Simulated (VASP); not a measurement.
Input of a VASP 6.6.1 run:

File INCAR:

```
PREC = Accurate
ENCUT = 520
EDIFF = 1E-6
ISMEAR = -1
SIGMA = 0.01
LREAL = Auto
LASPH = True
NELM = 60
ALGO = Normal
ISIF = 2
LWAVE = False
LCHARG = False
GGA = PE
NBANDS = 141
```

KPOINTS

```
regular mesh
0
Gamma
  3 3 3
```

POSCAR

```
B27AsN26
1.0
    0.0000000000      5.4225000000      5.4225000000
    5.4225000000      0.0000000000      5.4225000000
    5.4225000000      5.4225000000      0.0000000000
B As N
27 1 26
Direct
   -0.0126951983     -0.0126951983     -0.0126951983
   -0.0126951983     -0.0126951983      0.3714189283
    0.0007159245      0.0007159245      0.6659507422
   -0.0126951983      0.3714189283     -0.0126951983
   -0.0006352186      0.3340207313      0.3340207313
   -0.0006352186      0.3340207313      0.6659270893
    0.0007159245      0.6659507422      0.0007159245
   -0.0006352186      0.6659270893      0.3340207313
    0.0007159245      0.6659507422      0.6659507422
    0.3714189283     -0.0126951983     -0.0126951983
    0.3340207313     -0.0006352186      0.3340207313
    0.3340207313     -0.0006352186      0.6659270893
    0.3340207313      0.3340207313     -0.0006352186
    0.3333333333      0.3333333333      0.3333333333
    0.3340207313      0.3340207313      0.6659270893
    0.3340207313      0.6659270893     -0.0006352186
    0.3340207313      0.6659270893      0.3340207313
    0.3329072722      0.6668086871      0.6668086871
    0.6659507422      0.0007159245      0.0007159245
    0.6659270893     -0.0006352186      0.3340207313
    0.6659507422      0.0007159245      0.6659507422
    0.6659270893      0.3340207313     -0.0006352186
    0.6659270893      0.3340207313      0.3340207313
    0.6668086871      0.3329072722      0.6668086871
    0.6659507422      0.6659507422      0.0007159245
    0.6668086871      0.6668086871      0.3329072722
    0.6668086871      0.6668086871      0.6668086871
    0.0833333333      0.0833333333      0.0833333333
    0.0828423160      0.0828423160      0.4239054515
    0.0828423160      0.0828423160      0.7437432499
    0.0828423160      0.4239054515      0.0828423160
    0.0831855200      0.4167159378      0.4167159378
    0.0828423160      0.4239054515      0.7437432499
    0.0828423160      0.7437432499      0.0828423160
    0.0828423160      0.7437432499      0.4239054515
    0.0836042206      0.7499097042      0.7499097042
    0.4239054515      0.0828423160      0.0828423160
    0.4167159378      0.0831855200      0.4167159378
    0.4239054515      0.0828423160      0.7437432499
    0.4167159378      0.4167159378      0.0831855200
    0.4167159378      0.4167159378      0.4167159378
    0.4167636161      0.4167636161      0.7499030506
    0.4239054515      0.7437432499      0.0828423160
    0.4167636161      0.7499030506      0.4167636161
    0.4167636161      0.7499030506      0.7499030506
    0.7437432499      0.0828423160      0.0828423160
    0.7437432499      0.0828423160      0.4239054515
    0.7499097042      0.0836042206      0.7499097042
    0.7437432499      0.4239054515      0.0828423160
    0.7499030506      0.4167636161      0.4167636161
    0.7499030506      0.4167636161      0.7499030506
    0.7499097042      0.7499097042      0.0836042206
    0.7499030506      0.7499030506      0.4167636161
    0.7499097042      0.7499097042      0.7499097042
```

Potentials or basis: VASP PAW PBE potentials, release 64 (B, As, N).

The run is started by

```bash
$ cat potpaw_PBE.64/B/POTCAR potpaw_PBE.64/As/POTCAR potpaw_PBE.64/N/POTCAR > POTCAR
$ mpirun -np 1 vasp_std > vasp.out
```

Task: What does it give for the pressure?

Result: 20.1 GPa.

Task: What does it give for the largest force?

Result: 0.196 eV/Å.

Forces on the atoms (eV/Å):
```
B   -0.113 -0.113 -0.113
B    0.113  0.113 -0.113
B    0.000  0.000  0.000
B    0.113 -0.113  0.113
B    0.006  0.005  0.005
B   -0.005 -0.006  0.005
B    0.000  0.000  0.000
B   -0.005  0.005 -0.006
B    0.000  0.000  0.000
B   -0.113  0.113  0.113
B    0.005  0.006  0.005
B   -0.006 -0.005  0.005
B    0.005  0.005  0.006
B    0.000  0.000  0.000
B   -0.005 -0.005  0.006
B   -0.006  0.005 -0.005
B   -0.005  0.006 -0.005
B   -0.009  0.009  0.009
B    0.000  0.000  0.000
B    0.005 -0.005 -0.006
B    0.000  0.000  0.000
B    0.005 -0.006 -0.005
B    0.006 -0.005 -0.005
B    0.009 -0.009  0.009
B    0.000  0.000  0.000
B    0.009  0.009 -0.009
B   -0.009 -0.009 -0.009
As   0.000  0.000  0.000
N   -0.001 -0.001  0.004
N    0.001  0.001  0.004
N   -0.001  0.004 -0.001
N    0.001 -0.001 -0.001
N   -0.004  0.001 -0.001
N    0.001  0.004  0.001
N   -0.004 -0.001  0.001
N   -0.001  0.001  0.001
N    0.004 -0.001 -0.001
N   -0.001  0.001 -0.001
N    0.001 -0.004 -0.001
N   -0.001 -0.001  0.001
N    0.001  0.001  0.001
N    0.000  0.000  0.001
N    0.001 -0.001 -0.004
N    0.000  0.001  0.000
N   -0.001  0.000  0.000
N    0.004  0.001  0.001
N   -0.001 -0.004  0.001
N    0.001 -0.001  0.001
N   -0.001  0.001 -0.004
N    0.001  0.000  0.000
N    0.000 -0.001  0.000
N    0.001  0.001 -0.001
N    0.000  0.000 -0.001
N   -0.001 -0.001 -0.001
```
